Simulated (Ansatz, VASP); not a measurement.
## ScB2P3: VASP beside Ansatz

```
Sc B P
1.0
     5.40000   -3.10000    0.00000
     5.40000    3.10000    0.00000
     0.00000    0.00000    5.35000
Sc B P
2 4 6
Direct
  0.16000 0.84000 0.50000
  0.84000 0.16000 0.00000
  0.50500 0.83500 0.00000
  0.16500 0.49500 0.00000
  0.83500 0.50500 0.50000
  0.49500 0.16500 0.50000
  0.88000 0.12000 0.44000
  0.47500 0.83500 0.38500
  0.16500 0.52500 0.38500
  0.12000 0.88000 0.94000
  0.83500 0.47500 0.88500
  0.52500 0.16500 0.88500
```

Alike in both runs: task relaxation of cell and atoms; functional PBE; k mesh 3 × 3 × 3; occupations gaussian, width 0.2 eV; no spin polarisation.

|  | VASP | Ansatz |
| --- | --- | --- |
| version | VASP 6.6.1 | Ansatz 0.2.0 |
| potentials or method | VASP PAW PBE potentials, release 64 (Sc_sv, B, P), cutoff 600 eV | scalar-relativistic, plane waves, PAW |
| valence electrons in the cell | 64 | 64 |

|  | VASP | Ansatz | Ansatz less VASP |
| --- | --- | --- | --- |
| gap on the k mesh at the Fermi level, each at its own relaxed structure (eV) | 0.13 | 0.16 | +0.028 |
| relaxed volume (Å³/atom) | 14.94 | 14.97 | +0.026 |
| relaxed length of the cell vector where the two differ most in proportion (Å) | 5.338 | 5.353 | +0.0149 |
